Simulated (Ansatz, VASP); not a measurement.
**Two plane-wave programs on CdTe**

POSCAR

```
CdTe
1.0
    0.0000000000      3.3652500000      3.0447500000
    3.3652500000      0.0000000000      3.0447500000
    3.3652500000      3.3652500000      0.0000000000
Cd Te
1 1
Direct
    0.0000000000      0.0000000000      0.0000000000
    0.7500000000      0.7500000000      0.7500000000
```

INCAR.step1

```
SYSTEM = CdTe
PREC = Accurate ; ENCUT = 520
ISMEAR = 0 ; SIGMA = 0.05
LREAL = .FALSE. ; LASPH = .TRUE.
NELM = 60 ; NBANDS = 16
GGA = PE ; ALGO = Normal
EDIFF = 1E-4 ; LWAVE = .TRUE.
LCHARG = .FALSE.
```

The input INCAR.step2:

```
SYSTEM = CdTe
PREC = Accurate ; ENCUT = 520
EDIFF = 1E-7 ; ISMEAR = 0
SIGMA = 0.05 ; LREAL = .FALSE.
LASPH = .TRUE. ; NELM = 60
ALGO = Normal ; ISIF = 2
LWAVE = .FALSE. ; LCHARG = .TRUE.
METAGGA = R2SCAN ; LMIXTAU = .TRUE.
LELF = .TRUE. ; LVHAR = .TRUE.
NBANDS = 16 ; ISTART = 1
```

Contents of KPOINTS:

```
regular mesh
0
G
  8 8 8
  0 0 0
```

Input for Ansatz:

```yaml
crystal:
  lattice:
    - [0.0, 3.36525, 3.04475]
    - [3.36525, 0.0, 3.04475]
    - [3.36525, 3.36525, 0.0]
  atoms:
    - { symbol: Cd, position: [0.0, 0.0, 0.0] }
    - { symbol: Te, position: [0.75, 0.75, 0.75] }
basis:
  ecutwfc: 500
kpoints:
  mp_grid: { grid: [8, 8, 8] }
hamiltonian:
  xc: r2scan
scf:
  occupations: { method: gaussian, width: 0.05 }
output:
  forces: true
  stress: true
  eigenvalues: true
```

Change from the starting cell: strain +0.050 along x and y, -0.050 along z, atoms carried along.

Alike in both runs: task single point; functional r2SCAN; k mesh 8 × 8 × 8; occupations gaussian, width 0.05 eV; no spin polarisation.

|  | VASP | Ansatz |
| --- | --- | --- |
| version | VASP 6.6.1 | Ansatz 0.2.0 |
| potentials or method | VASP PAW PBE potentials, release 64 (Cd, Te), cutoff 520 eV | scalar-relativistic, plane waves, PAW |
| valence electrons in the cell | 18 | 36 |

```tsv
	VASP	Ansatz	Ansatz less VASP
gap on the k mesh at the Fermi level (eV)	1.02	1.03	+0.007
least direct gap on the mesh (eV)	1.02	1.03	+0.007
pressure (GPa)	0.9	0.8	-0.11
traceless stress, the component that is largest in VASP (GPa)	0.85	0.85	0.000
```

VASP's potentials were made for PBE, not for r2SCAN. VASP's potentials hold 18 valence electrons a cell and Ansatz's 36, so a difference there can come from the potentials and not from the codes.

Spin-orbit coupling is off throughout.
